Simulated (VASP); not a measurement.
# HfTa (Cmmm) in VASP: notebook

The runs below take HfTa through single point, with PBE.

All numbers are computed with VASP 6.6.1; they aren't measurements. Logs are shortened: lines on timing, memory, paths and dates and some standing lists are left out, and cuts for length are marked.

## Step 1: The cell of the first run

Symmetry: Cmmm, No. 65, orthorhombic system. The conventional cell has a = 3.425 Å, b = 4.799 Å, c = 4.654 Å, α = 90.00°, β = 90.00°, γ = 90.00°. Ta (site symmetry mmm) has 8 Hf at 2.89 to 3.34 Å and 6 Ta at 2.95 to 3.43 Å within 3.8 Å. Hf (site symmetry mmm) has 8 Ta at 2.89 to 3.34 Å and 6 Hf at 2.95 to 3.43 Å within 3.8 Å.

## Step 2: Single point, PBE

INCAR

```
  ALGO = Normal
  EDIFF = 1E-6
  ENCUT = 520
  GGA = PE
  ISIF = 2
  ISMEAR = -1
  LASPH = T
  LCHARG = F
  LREAL = F
  LWAVE = F
  NBANDS = 18
  NELM = 60
  PREC = Accurate
  SIGMA = 0.05
```

KPOINTS

```
k-points
0
Gamma
  8 8 5
```

POSCAR

```
HfTa
1.0
    1.7127470000     -2.3996010000      0.0000000000
    1.7127470000      2.3996010000      0.0000000000
    0.0000000000      0.0000000000      4.6536528000
Ta Hf
1 1
Direct
    0.5000000000      0.5000000000      0.5000000000
    0.0000000000      0.0000000000      0.0000000000
```

Potentials or basis: VASP PAW PBE potentials, release 64 (Ta_pv, Hf_pv).

The run is started by

```console
cat potpaw_PBE.64/Ta_pv/POTCAR potpaw_PBE.64/Hf_pv/POTCAR > POTCAR
mpirun -np 1 vasp_std > vasp.out
```

OUTCAR:

```text
EDIFF = 1E-6
   ENCUT = 520
   GGA = PE
   ISIF = 2
   ISMEAR = -1
   LASPH = T
   LREAL = F
   NELM = 60
   PREC = Accurate

 ion  position               nearest neighbor table
   1  0.500  0.500  0.500-   2 2.89   2 2.89   2 2.89   2 2.89   2 3.34   2 3.34   2 3.34   2 3.34

   2  0.000  0.000  0.000-   1 2.89   1 2.89   1 2.89   1 2.89   1 3.34   1 3.34   1 3.34   1 3.34

  LATTYP: Found a base centered orthorhombic cell.
 ALAT       =     3.4254940000
 B/A-ratio  =     1.4010247865
 C/A-ratio  =     1.3585347982

  Lattice vectors:

 A1 = (   1.7127470000,  -2.3996010000,   0.0000000000)
 A2 = (   1.7127470000,   2.3996010000,   0.0000000000)
 A3 = (   0.0000000000,   0.0000000000,   4.6536528000)

Analysis of symmetry for initial positions (statically):
=====================================================================
 Subroutine PRICEL returns:
 Original cell was already a primitive cell.

 Routine SETGRP: Setting up the symmetry group for a
 base centered orthorhombic supercell.

 Subroutine GETGRP returns: Found  8 space group operations
 (whereof  8 operations were pure point group operations)
 out of a pool of  8 trial point group operations.

The static configuration has the point symmetry D_2h.

Analysis of symmetry for dynamics (positions and initial velocities):
=====================================================================
 Subroutine PRICEL returns:
 Original cell was already a primitive cell.

 Routine SETGRP: Setting up the symmetry group for a
 base centered orthorhombic supercell.

 Subroutine GETGRP returns: Found  8 space group operations
 (whereof  8 operations were pure point group operations)
 out of a pool of  8 trial point group operations.

The dynamic configuration has the point symmetry D_2h.

 Subroutine INISYM returns: Found  8 space group operations
 (whereof  8 operations are pure point group operations),
 and found     1 'primitive' translations

----------------------------------------------------------------------------------------

                                     Primitive cell

  volume of cell :      38.2522

  direct lattice vectors                    reciprocal lattice vectors
     1.712747000 -2.399601000  0.000000000     0.291928697 -0.208367975  0.000000000
     1.712747000  2.399601000  0.000000000     0.291928697  0.208367975  0.000000000
     0.000000000  0.000000000  4.653652800     0.000000000  0.000000000  0.214884961

  length of vectors
     2.948149800  2.948149800  4.653652800     0.358663599  0.358663599  0.214884961

  position of ions in fractional coordinates (direct lattice)
     0.500000000  0.500000000  0.500000000
     0.000000000  0.000000000  0.000000000

  ion indices of the primitive-cell ions
   primitive index   ion index
                 1           1
                 2           2

----------------------------------------------------------------------------------------

 KPOINTS: k-points

Automatic generation of k-mesh.
 Grid dimensions read from file:
 generate k-points for:    8    8    5

 Generating k-lattice:

  Cartesian coordinates                     Fractional coordinates (reciprocal lattice)
     0.036491087 -0.026045997  0.000000000     0.125000000  0.000000000  0.000000000
     0.036491087  0.026045997  0.000000000     0.000000000  0.125000000  0.000000000
     0.000000000  0.000000000  0.042976992     0.000000000  0.000000000  0.200000000

  Length of vectors
     0.044832950  0.044832950  0.042976992

  Shift w.r.t. Gamma in fractional coordinates (k-lattice)
     0.000000000  0.000000000  0.000000000

 Subroutine IBZKPT returns following result:
 ===========================================

 Found     63 irreducible k-points:

 Following reciprocal coordinates:
            Coordinates               Weight
  0.000000  0.000000  0.000000      1.000000
  0.125000  0.000000  0.000000      4.000000
  0.250000  0.000000  0.000000      4.000000
  0.375000  0.000000  0.000000      4.000000
  0.500000  0.000000  0.000000      2.000000
  0.125000  0.125000  0.000000      2.000000
[... 16 lines left out ...]
  0.125000  0.000000  0.200000      8.000000
  0.250000  0.000000  0.200000      8.000000
 [... further k-points ...]
   k-points           NKPTS =     63   k-points in BZ     NKDIM =     63   number of bands    NBANDS=     18
   number of dos      NEDOS =    301   number of ions     NIONS =      2
   total plane-waves  NPLWV =  20736
   dimension x,y,z NGX =    24 NGY =   24 NGZ =   36
   dimension x,y,z NGXF=    48 NGYF=   48 NGZF=   72
   ions per type =               1   1
   NGX,Y,Z   is equivalent  to a cutoff of  13.53, 13.53, 12.86 a.u.
   NGXF,Y,Z  is equivalent  to a cutoff of  27.07, 27.07, 25.72 a.u.
 SYSTEM =  unknown system
   PREC   = accura    normal or accurate (medium, high low for compatibility)
   ISTART =      0    job   : 0-new  1-cont  2-samecut
   ICHARG =      2    charge: 1-file 2-atom 10-const
   ISPIN  =      1    spin polarized calculation?
   LNONCOLLINEAR =      F non collinear calculations
   LSORBIT =      F    spin-orbit coupling
   LASPH  =      T    aspherical Exc in radial PAW
   ENCUT  =  520.0 eV  38.22 Ry    6.18 a.u.   5.48  5.48  8.65*2*pi/ulx,y,z
   NELM   =     60;   NELMIN=  2; NELMDL= -5     # of ELM steps
   EDIFF  = 0.1E-05   stopping-criterion for ELM
   LREAL  =      F    real-space projection
   EDIFFG = 0.1E-04   stopping-criterion for IOM
   NSW    =      0    number of steps for IOM
   IBRION =     -1    ionic relax: 0-MD 1-quasi-New 2-CG
   NFREE  =      0    steps in history (QN), initial steepest desc. (CG)
   ISIF   =      2    stress and relaxation
   ISYM   =      2    0-nonsym 1-usesym 2-fastsym
   POTIM  = 0.5000    time-step for ionic-motion
   TEBEG  =    0.0;   TEEND  =   0.0 temperature during run
   PSTRESS=    0.0 pullay stress
   NELECT =      21.0000    total number of electrons
   NUPDOWN=      -1.0000    fix difference up-down
   EMIN   =  10.00;   EMAX   =-10.00  energy-range for DOS
   EFERMI =   0.00;   METHOD = LEGACY
   ISMEAR =    -1;   SIGMA  =   0.05  broadening in eV -4-tet -1-fermi 0-gaus
   EFERMI_NEDOS =   21; number of points for ismear=-14 and -15
   IALGO  =     38    algorithm
   IMIX   =      4    mixing-type and parameters
     AMIX     =   0.40;   BMIX     =  1.00
     AMIX_MAG =   1.60;   BMIX_MAG =  1.00
  volume/ion in A,a.u.               =      19.13       129.07
  Fermi-wavevector in a.u.,A,eV,Ry     =   1.340487  2.533153 24.448373  1.796905
  Thomas-Fermi vector in A             =   2.468796
   LORBIT       =      0    0 simple, 1 ext, 2 COOP (PROOUT), +10 PAW based schemes
   GGA     = PE    functional components
[... 5 lines left out ...]
 non-spin polarized calculation
  energy-cutoff  :      520.00
  volume of cell :       38.25
 maximum number of plane-waves:      1051
 NGX is ok and might be reduce to    24
   NGX = 11   NGY = 11   NGZ = 17

 number of electron      21.0000006 magnetization

 Free energy of the ion-electron system (eV)
  ---------------------------------------------------
  ext. energy  EPLUGINS =         0.00000000
  ---------------------------------------------------
  free energy    TOTEN  =       -21.38479319 eV

  energy without entropy =      -21.35616336  energy(sigma->0) =      -21.37047827

 E-fermi :   5.3498     XC(G=0): -12.1605

 val. band max:        5.3330281813   @ k =   0.2500   0.1250   0.2000
 cond. band min:       5.3544765922   @ k =   0.3750   0.2500   0.4000
 fundamental gap:      0.0214484110
 Fermi energy:         5.3497898884

 k-point     1 :       0.0000    0.0000    0.0000
  band No.  band energies     occupation
      1     -28.5134      2.00000
      2     -28.1074      2.00000
      3     -27.9177      2.00000
      4     -24.3816      2.00000
      5     -24.1105      2.00000
      6     -23.9636      2.00000
[... 10 lines left out ...]
     17      10.9423      0.00000
     18      13.8424      0.00000

 k-point     2 :       0.1250    0.0000    0.0000
  band No.  band energies     occupation
      1     -28.4920      2.00000
      2     -28.1636      2.00000
      3     -27.9612      2.00000
      4     -24.3812      2.00000
      5     -24.2081      2.00000
      6     -24.0134      2.00000
[... 10 lines left out ...]
     17      11.0836      0.00000
     18      14.3751      0.00000

 k-point     3 :       0.2500    0.0000    0.0000
  band No.  band energies     occupation
      1     -28.4399      2.00000
      2     -28.3574      2.00000
      3     -28.0020      2.00000
      4     -24.5171      2.00000
      5     -24.3805      2.00000
      6     -24.0471      2.00000
[... 10 lines left out ...]
     17      10.8545      0.00000
     18      14.6118      0.00000

 k-point     4 :       0.3750    0.0000    0.0000
  band No.  band energies     occupation
      1     -28.5700      2.00000
      2     -28.3869      2.00000
      3     -28.0161      2.00000
      4     -24.8270      2.00000
      5     -24.3804      2.00000
      6     -24.0636      2.00000
[... 10 lines left out ...]
     17      11.0648      0.00000
     18      14.0823      0.00000

 k-point     5 :       0.5000    0.0000    0.0000
  band No.  band energies     occupation
      1     -28.6580      2.00000
      2     -28.3647      2.00000
      3     -28.0198      2.00000
      4     -24.9521      2.00000
      5     -24.3806      2.00000
      6     -24.0694      2.00000
[... 10 lines left out ...]
     17      13.0930      0.00000
     18      14.4610      0.00000

 k-point     6 :       0.1250    0.1250    0.0000
  band No.  band energies     occupation
      1     -28.4586      2.00000
      2     -28.2237      2.00000
      3     -28.0256      2.00000
      4     -24.3933      2.00000
      5     -24.3006      2.00000
      6     -24.1132      2.00000
[... 10 lines left out ...]
     17      10.9384      0.00000
     18      14.7445      0.00000

 k-point     7 :       0.2500    0.1250    0.0000
  band No.  band energies     occupation
      1     -28.4062      2.00000
      2     -28.3831      2.00000
      3     -28.1005      2.00000
      4     -24.5559      2.00000
      5     -24.3925      2.00000
      6     -24.1975      2.00000
[... 10 lines left out ...]
     17      11.2196      0.00000
     18      13.0942      0.00000

 k-point     8 :       0.3750    0.1250    0.0000
  band No.  band energies     occupation
      1     -28.5720      2.00000
      2     -28.3656      2.00000
      3     -28.1139      2.00000
      4     -24.8302      2.00000
      5     -24.3790      2.00000
      6     -24.2030      2.00000
[... 10 lines left out ...]
     17      11.3053      0.00000
     18      13.6503      0.00000
[... 229 lines left out ...]
     17      13.1469      0.00000
     18      13.7771      0.00000

 k-point    20 :      -0.3750    0.3750    0.0000
  band No.  band energies     occupation
      1     -28.5672      2.00000
      2     -28.3822      2.00000
      3     -28.3654      2.00000
      4     -24.8447      2.00000
      5     -24.4783      2.00000
      6     -24.2630      2.00000
[... 10 lines left out ...]
     17      13.0678      0.00000
     18      14.0397      0.00000

 k-point    21 :       0.5000    0.5000    0.0000
  band No.  band energies     occupation
      1     -28.6731      2.00000
      2     -28.4280      2.00000
      3     -28.3404      2.00000
      4     -24.9817      2.00000
      5     -24.5388      2.00000
      6     -24.2404      2.00000
[... 10 lines left out ...]
     17      13.3042      0.00000
     18      13.7827      0.00000

 k-point    22 :       0.0000    0.0000    0.2000
  band No.  band energies     occupation
      1     -28.4906      2.00000
      2     -28.1046      2.00000
      3     -27.9176      2.00000
      4     -24.4250      2.00000
      5     -24.1164      2.00000
      6     -23.9635      2.00000
[... 10 lines left out ...]
     17      10.7111      0.00000
     18      12.4404      0.00000

 k-point    23 :       0.1250    0.0000    0.2000
  band No.  band energies     occupation
      1     -28.4748      2.00000
      2     -28.1632      2.00000
      3     -27.9609      2.00000
      4     -24.4168      2.00000
      5     -24.2065      2.00000
      6     -24.0139      2.00000
[... 10 lines left out ...]
     17      10.8284      0.00000
     18      13.0340      0.00000

 k-point    24 :       0.2500    0.0000    0.2000
  band No.  band energies     occupation
      1     -28.4387      2.00000
      2     -28.3597      2.00000
      3     -28.0022      2.00000
      4     -24.5138      2.00000
      5     -24.3847      2.00000
      6     -24.0458      2.00000
[... 10 lines left out ...]
     17      10.7452      0.00000
     18      14.4361      0.00000

 [... further k-points ...]

------------------------ aborting loop because EDIFF is reached ----------------------------------------

  FORCE on cell =-STRESS in cart. coord.  units (eV):
  Direction    XX          YY          ZZ          XY          YZ          ZX
  --------------------------------------------------------------------------------------
  -------------------------------------------------------------------------------------
  Total        1.5475270      0.9023822      2.3532217      0.0000000      0.0000000      0.0000000
  in kB       64.8175466     37.7959178     98.5637477      0.0000000      0.0000000      0.0000000
  external PRESSURE =      67.0590707 kB  Pullay stress =       0.0000000 kB

 VOLUME and BASIS-vectors are now :
 -----------------------------------------------------------------------------
  energy-cutoff  :      520.00
  volume of cell :       38.25
      direct lattice vectors                 reciprocal lattice vectors
     1.712747000 -2.399601000  0.000000000     0.291928697 -0.208367975  0.000000000
     1.712747000  2.399601000  0.000000000     0.291928697  0.208367975  0.000000000
     0.000000000  0.000000000  4.653652800     0.000000000  0.000000000  0.214884961

 POSITION                                       TOTAL-FORCE (eV/Angst)
 -----------------------------------------------------------------------------------
      1.71275      0.00000      2.32683        -0.000000      0.000000      0.000000
      0.00000      0.00000      0.00000         0.000000      0.000000      0.000000
 -----------------------------------------------------------------------------------
    total drift:                                0.000000      0.000000     -0.000000

  FREE ENERGIE OF THE ION-ELECTRON SYSTEM (eV)
  ---------------------------------------------------
  free  energy   TOTEN  =       -21.3847931863 eV

  energy  without entropy=      -21.3561633605  energy(sigma->0) =      -21.37047827
```

Run time: 54 s. Hardware: 1 thread of AMD EPYC 7R13, shared host; peak memory 0.16 GiB.

What came out:

| Item | Value |
| --- | --- |
| Free energy | -21.3848 eV |
| Pressure | 6.7 GPa |
| Band gap on the k mesh | zero (an odd number of electrons rules out a gap without spin polarisation) |

Stress tensor (GPa, compression positive):
```
6.48 0.00 0.00
0.00 3.78 0.00
0.00 0.00 9.86
```

Caveat: the cell stands under pressure; spin-orbit coupling is left out, which moves the levels of the heavy elements.

## Step 3: Single point, PBE

This run uses another cell than the first one, of 19.52 Å³/atom.

INCAR

```
SYSTEM = HfTa
PREC = Accurate
ENCUT = 520
EDIFF = 1E-6
ISMEAR = -1
SIGMA = 0.05
LREAL = .False.
LASPH = .True.
NELM = 60
ALGO = Normal
ISIF = 2
LWAVE = .False.
LCHARG = .False.
GGA = PE
NBANDS = 18
```

KPOINTS

```
regular mesh
0
Gamma
  8 8 5
  0 0 0
```

POSCAR, as its differences from that of step 2:

```diff
@@ -4,3 +4,3 @@
     1.7127470000      2.3996010000      0.0000000000
-    0.0000000000      0.0000000000      4.6536528000
+    0.0000000000      0.0000000000      4.7506039000
 Ta Hf
```

Potentials or basis: VASP PAW PBE potentials, release 64 (Ta_pv, Hf_pv).

The run is started by

```console
cat potpaw_PBE.64/Ta_pv/POTCAR potpaw_PBE.64/Hf_pv/POTCAR > POTCAR
mpirun -np 1 vasp_std > vasp.out
```

It took 58 s on 1 thread of AMD EPYC 7R13, shared host; peak memory 0.16 GiB.

It converged, with:

| Property | Result |
| --- | --- |
| Free energy | -21.4224 eV |
| Pressure | 3.3 GPa |
| Band gap on the k mesh | zero (an odd number of electrons rules out a gap without spin polarisation) |

Stress tensor (GPa, compression positive):
```
3.02 0.00 0.00
0.00 1.67 0.00
0.00 0.00 5.13
```

Levels at points of the mesh, in eV from the Fermi level:
```csv
k point,band 6,band 7,band 8,band 9,band 10,band 11,band 12,band 13,band 14,band 15
"(0.00, 0.00, 0.00)",-29.38,-7.54,-3.92,-1.20,0.98,1.26,1.26,1.60,3.78,3.78
"(0.50, 0.00, 0.00)",-29.48,-2.94,-2.62,-1.21,-0.82,-0.51,-0.06,3.22,4.20,4.52
"(0.50, 0.50, 0.00)",-29.66,-3.95,-3.32,-3.27,-1.21,1.44,4.31,5.35,6.44,6.97
```

Caveat: the cell stands under pressure; spin-orbit coupling is left out, which moves the levels of the heavy elements.

(Continued in part 2 of 2.)
